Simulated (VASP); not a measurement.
# Te2I3 (R32) in VASP: single point with PBE

Aim: the single point of Te2I3 with PBE.

Everything below comes from runs of VASP 6.6.1. Logs are shortened: lines on timing, memory, paths and dates and some standing lists are left out, and cuts for length are marked.

**1. The cell of the first run**

It takes space group R32 (No. 155, trigonal). The conventional cell has a = 8.042 Å, b = 8.042 Å, c = 9.683 Å, α = 90.00°, β = 90.00°, γ = 120.00°. Within 4.1 Å of Te (site symmetry 3) lie 6 I at 3.15 to 3.18 Å. Within 4.1 Å of I (site symmetry 2) lie 4 Te at 3.15 to 3.18 Å and 4 I at 3.43 to 3.48 Å.

**2. Single point, PBE**

File INCAR:

```
SYSTEM = Te2I3
  PREC = Accurate
  ENCUT = 520
  EDIFF = 1E-6
  ISMEAR = 0
  SIGMA = 0.1
  LREAL = .False.
  LASPH = .True.
  NELM = 80
  ALGO = Normal
  ISIF = 2
  LWAVE = .False.
  LCHARG = .False.
  GGA = PE
  NBANDS = 24
```

File KPOINTS:

```
regular mesh
0
Gamma
  3 3 3
  0 0 0
```

File POSCAR:

```
Te2I3
1.0
    4.0212119900      2.3216478300      3.2275892300
   -4.0212119900      2.3216478300      3.2275892300
    0.0000000000     -4.6432956500      3.2275892300
Te I
2 3
Direct
    0.2500000000      0.2500000000      0.2500000000
    0.7500000000      0.7500000000      0.7500000000
    0.5000000000      0.2500000000      0.7500000000
    0.7500000000      0.5000000000      0.2500000000
    0.2500000000      0.7500000000      0.5000000000
```

Potentials or basis: VASP PAW PBE potentials, release 64 (Te, I).

On the command line:

```console
$ cat potpaw_PBE.64/Te/POTCAR potpaw_PBE.64/I/POTCAR > POTCAR
$ mpirun -np 1 vasp_std > vasp.out
```

OUTCAR:

```text
SYSTEM = Te2I3
   PREC = Accurate
   ENCUT = 520
   EDIFF = 1E-6
   ISMEAR = 0
   LREAL = .False.
   LASPH = .True.
   NELM = 80
   ISIF = 2
   GGA = PE

 ion  position               nearest neighbor table
   1  0.250  0.250  0.250-   3 3.15   5 3.15   4 3.15   4 3.18   3 3.18   5 3.18
   2  0.750  0.750  0.750-   4 3.15   5 3.15   3 3.15   3 3.18   4 3.18   5 3.18
   3  0.500  0.250  0.750-   1 3.15   2 3.15   2 3.18   1 3.18   4 3.43   5 3.43   5 3.48   4 3.48

   4  0.750  0.500  0.250-   2 3.15   1 3.15   1 3.18   2 3.18   3 3.43   5 3.43   5 3.48   3 3.48

   5  0.250  0.750  0.500-   2 3.15   1 3.15   1 3.18   2 3.18   3 3.43   4 3.43   4 3.48   3 3.48

  LATTYP: Found a trigonal (rhomboedric) cell.
 ALAT       =     5.6548675274
 COS(alpha) =    -0.0113443728

  Lattice vectors:

 A1 = (   4.0212119900,   2.3216478300,   3.2275892300)
 A2 = (  -4.0212119900,   2.3216478300,   3.2275892300)
 A3 = (   0.0000000000,  -4.6432956500,   3.2275892300)

Analysis of symmetry for initial positions (statically):
=====================================================================
 Subroutine PRICEL returns:
 Original cell was already a primitive cell.

 Routine SETGRP: Setting up the symmetry group for a
 trigonal (rhombohedral) supercell.

 Subroutine GETGRP returns: Found  6 space group operations
 (whereof  6 operations were pure point group operations)
 out of a pool of 12 trial point group operations.

The static configuration has the point symmetry D_3 .

Analysis of symmetry for dynamics (positions and initial velocities):
=====================================================================
 Subroutine PRICEL returns:
 Original cell was already a primitive cell.

 Routine SETGRP: Setting up the symmetry group for a
 trigonal (rhombohedral) supercell.

 Subroutine GETGRP returns: Found  6 space group operations
 (whereof  6 operations were pure point group operations)
 out of a pool of 12 trial point group operations.

The dynamic configuration has the point symmetry D_3 .

 Subroutine INISYM returns: Found  6 space group operations
 (whereof  6 operations are pure point group operations),
 and found     1 'primitive' translations

----------------------------------------------------------------------------------------

                                     Primitive cell

  volume of cell :     180.7935

  direct lattice vectors                    reciprocal lattice vectors
     4.021211990  2.321647830  3.227589230     0.124340622  0.071788092  0.103276256
    -4.021211990  2.321647830  3.227589230    -0.124340622  0.071788092  0.103276256
     0.000000000 -4.643295650  3.227589230     0.000000000 -0.143576183  0.103276257

  length of vectors
     5.654867527  5.654867527  5.654867525     0.176861826  0.176861826  0.176861826

  position of ions in fractional coordinates (direct lattice)
     0.250000000  0.250000000  0.250000000
     0.750000000  0.750000000  0.750000000
     0.500000000  0.250000000  0.750000000
     0.750000000  0.500000000  0.250000000
     0.250000000  0.750000000  0.500000000

  ion indices of the primitive-cell ions
   primitive index   ion index
                 1           1
                 2           2
                 3           3
                 4           4
                 5           5

----------------------------------------------------------------------------------------

 KPOINTS: regular mesh

Automatic generation of k-mesh.
 Grid dimensions read from file:
 generate k-points for:    3    3    3

 Generating k-lattice:

  Cartesian coordinates                     Fractional coordinates (reciprocal lattice)
     0.041446874  0.023929364  0.034425419     0.333333333  0.000000000 -0.000000000
    -0.041446874  0.023929364  0.034425419     0.000000000  0.333333333 -0.000000000
     0.000000000 -0.047858728  0.034425419     0.000000000  0.000000000  0.333333333

  Length of vectors
     0.058953942  0.058953942  0.058953942

  Shift w.r.t. Gamma in fractional coordinates (k-lattice)
     0.000000000  0.000000000  0.000000000

 Subroutine IBZKPT returns following result:
 ===========================================

 Found      6 irreducible k-points:

 Following reciprocal coordinates:
            Coordinates               Weight
  0.000000  0.000000  0.000000      1.000000
  0.333333  0.000000  0.000000      6.000000
  0.333333  0.333333  0.000000      6.000000
 -0.333333  0.333333  0.000000      6.000000
  0.333333  0.333333  0.333333      2.000000
 -0.333333  0.333333  0.333333      6.000000
   k-points           NKPTS =      6   k-points in BZ     NKDIM =      6   number of bands    NBANDS=     24
   number of dos      NEDOS =    301   number of ions     NIONS =      5
   total plane-waves  NPLWV =  74088
   dimension x,y,z NGX =    42 NGY =   42 NGZ =   42
   dimension x,y,z NGXF=    84 NGYF=   84 NGZF=   84
   ions per type =               2   3
   NGX,Y,Z   is equivalent  to a cutoff of  12.35, 12.35, 12.35 a.u.
   NGXF,Y,Z  is equivalent  to a cutoff of  24.69, 24.69, 24.69 a.u.
 SYSTEM =  Te2I3
   PREC   = accura    normal or accurate (medium, high low for compatibility)
   ISTART =      0    job   : 0-new  1-cont  2-samecut
   ICHARG =      2    charge: 1-file 2-atom 10-const
   ISPIN  =      1    spin polarized calculation?
   LNONCOLLINEAR =      F non collinear calculations
   LSORBIT =      F    spin-orbit coupling
   LASPH  =      T    aspherical Exc in radial PAW
   ENCUT  =  520.0 eV  38.22 Ry    6.18 a.u.  10.51 10.51 10.51*2*pi/ulx,y,z
   NELM   =     80;   NELMIN=  2; NELMDL= -5     # of ELM steps
   EDIFF  = 0.1E-05   stopping-criterion for ELM
   LREAL  =      F    real-space projection
   EDIFFG = 0.1E-04   stopping-criterion for IOM
   NSW    =      0    number of steps for IOM
   IBRION =     -1    ionic relax: 0-MD 1-quasi-New 2-CG
   NFREE  =      0    steps in history (QN), initial steepest desc. (CG)
   ISIF   =      2    stress and relaxation
   ISYM   =      2    0-nonsym 1-usesym 2-fastsym
   POTIM  = 0.5000    time-step for ionic-motion
   TEBEG  =    0.0;   TEEND  =   0.0 temperature during run
   PSTRESS=    0.0 pullay stress
   NELECT =      33.0000    total number of electrons
   NUPDOWN=      -1.0000    fix difference up-down
   EMIN   =  10.00;   EMAX   =-10.00  energy-range for DOS
   EFERMI =   0.00;   METHOD = LEGACY
   ISMEAR =     0;   SIGMA  =   0.10  broadening in eV -4-tet -1-fermi 0-gaus
   EFERMI_NEDOS =   21; number of points for ismear=-14 and -15
   IALGO  =     38    algorithm
   IMIX   =      4    mixing-type and parameters
     AMIX     =   0.40;   BMIX     =  1.00
     AMIX_MAG =   1.60;   BMIX_MAG =  1.00
  volume/ion in A,a.u.               =      36.16       244.01
  Fermi-wavevector in a.u.,A,eV,Ry     =   0.928650  1.754893 11.733529  0.862390
  Thomas-Fermi vector in A             =   2.054849
   LORBIT       =      0    0 simple, 1 ext, 2 COOP (PROOUT), +10 PAW based schemes
   GGA     = PE    functional components
   LHFCALC =     F    Hartree Fock is set to
   AEXX    =    0.0000 exact exchange contribution
   IVDW    =     0    specifies the selected vdW correction
   LEPSILON=     F    determine dielectric tensor
   LRPA    =     F    only Hartree local field effects (RPA)
 non-spin polarized calculation
 Gauss-broadening in eV      SIGMA  =   0.10
  energy-cutoff  :      520.00
  volume of cell :      180.79
 maximum number of plane-waves:      4897
 NGX is ok and might be reduce to    42
   NGX = 21   NGY = 21   NGZ = 21

 number of electron      33.0000008 magnetization

 Free energy of the ion-electron system (eV)
  ---------------------------------------------------
  ext. energy  EPLUGINS =         0.00000000
  ---------------------------------------------------
  free energy    TOTEN  =        -7.42159946 eV

  energy without entropy =       -7.36879974  energy(sigma->0) =       -7.39519960

 E-fermi :   5.3795     XC(G=0):  -8.6556

 val. band max:        5.3437431132   @ k =   0.3333   0.0000   0.0000
 cond. band min:       5.3834551744   @ k =   0.3333   0.3333   0.0000
 fundamental gap:      0.0397120613
 Fermi energy:         5.3794651220

 k-point     1 :       0.0000    0.0000    0.0000
  band No.  band energies     occupation
      1      -9.5839      2.00000
      2      -7.6754      2.00000
      3      -7.6754      2.00000
      4      -5.8660      2.00000
      5      -4.5030      2.00000
      6      -0.5336      2.00000
[... 16 lines left out ...]
     23      10.3359      0.00000
     24      10.3359      0.00000

 k-point     2 :       0.3333    0.0000    0.0000
  band No.  band energies     occupation
      1      -9.3118      2.00000
      2      -8.2116      2.00000
      3      -7.4714      2.00000
      4      -5.7653      2.00000
      5      -4.9197      2.00000
      6      -0.5389      2.00000
[... 16 lines left out ...]
     23      10.8325      0.00000
     24      11.3236      0.00000

 k-point     3 :       0.3333    0.3333    0.0000
  band No.  band energies     occupation
      1      -9.0193      2.00000
      2      -8.3572      2.00000
      3      -7.5833      2.00000
      4      -5.9282      2.00000
      5      -5.1917      2.00000
      6      -0.4981      2.00000
[... 16 lines left out ...]
     23      10.8014      0.00000
     24      11.5426      0.00000

 k-point     4 :      -0.3333    0.3333    0.0000
  band No.  band energies     occupation
      1      -9.0779      2.00000
      2      -8.0376      2.00000
      3      -7.9066      2.00000
      4      -5.6810      2.00000
      5      -5.3998      2.00000
      6      -0.4855      2.00000
[... 16 lines left out ...]
     23      10.9663      0.00000
     24      11.6723      0.00000

 k-point     5 :       0.3333    0.3333    0.3333
  band No.  band energies     occupation
      1      -8.6889      2.00000
      2      -8.4188      2.00000
      3      -7.7179      2.00000
      4      -6.1294      2.00000
      5      -5.5538      2.00000
      6      -0.2453      2.00000
[... 16 lines left out ...]
     23      10.4827      0.00000
     24      11.4098      0.00000

 k-point     6 :      -0.3333    0.3333    0.3333
  band No.  band energies     occupation
      1      -8.8065      2.00000
      2      -8.1580      2.00000
      3      -7.8715      2.00000
      4      -6.0037      2.00000
      5      -5.6896      2.00000
      6      -0.1926      2.00000
[... 16 lines left out ...]
     23      10.6271      0.00000
     24      11.2449      0.00000

------------------------ aborting loop because EDIFF is reached ----------------------------------------

  FORCE on cell =-STRESS in cart. coord.  units (eV):
  Direction    XX          YY          ZZ          XY          YZ          ZX
  --------------------------------------------------------------------------------------
  -------------------------------------------------------------------------------------
  Total        6.1982649      6.1982649      8.7806513      0.0000000      0.0000000      0.0000000
  in kB       54.9285198     54.9285199     77.8134183      0.0000000      0.0000001      0.0000000
  external PRESSURE =      62.5568193 kB  Pullay stress =       0.0000000 kB

 VOLUME and BASIS-vectors are now :
 -----------------------------------------------------------------------------
  energy-cutoff  :      520.00
  volume of cell :      180.79
      direct lattice vectors                 reciprocal lattice vectors
     4.021211990  2.321647830  3.227589230     0.124340622  0.071788092  0.103276256
    -4.021211990  2.321647830  3.227589230    -0.124340622  0.071788092  0.103276256
     0.000000000 -4.643295650  3.227589230     0.000000000 -0.143576183  0.103276257

 POSITION                                       TOTAL-FORCE (eV/Angst)
 -----------------------------------------------------------------------------------
      0.00000      0.00000      2.42069         0.000000     -0.000000     -0.756208
      0.00000      0.00000      7.26208         0.000000      0.000000      0.756208
      1.00530     -1.74124      4.84138         0.306733     -0.531278      0.000000
      1.00530      1.74124      4.84138         0.306733      0.531278      0.000000
     -2.01061      0.00000      4.84138        -0.613467      0.000000      0.000000
 -----------------------------------------------------------------------------------
    total drift:                                0.000000      0.000000     -0.000000

  FREE ENERGIE OF THE ION-ELECTRON SYSTEM (eV)
  ---------------------------------------------------
  free  energy   TOTEN  =        -7.4215994617 eV

  energy  without entropy=       -7.3687997433  energy(sigma->0) =       -7.39519960
```

Run time: 15 s. Hardware: 1 thread of Intel Xeon Platinum 8488C (Sapphire Rapids), shared host; peak memory 0.24 GiB.

What came out:

```
Free energy   : -7.4216 eV
Pressure      : 6.3 GPa
Largest force : 0.756 eV/Å
```

Forces in eV/Å, atoms in the order of the input:
```
Te   0.000  0.000 -0.756
Te   0.000  0.000  0.756
I    0.307 -0.531  0.000
I    0.307  0.531  0.000
I   -0.613  0.000  0.000
```

Levels at points of the mesh, in eV from the Fermi level:
```tsv
k point	band 12	band 13	band 14	band 15	band 16	band 17	band 18	band 19	band 20	band 21
(0.00, 0.00, 0.00)	-3.50	-3.46	-1.40	-0.23	-0.23	-0.13	0.39	0.39	0.99	4.33
```

Caveat: the k points lie up to 0.37 Å⁻¹ apart; spin-orbit coupling is left out, which moves the levels of the heavy elements; an odd number of electrons without spin polarisation forces a metal; a magnetic or distorted state may lie lower.
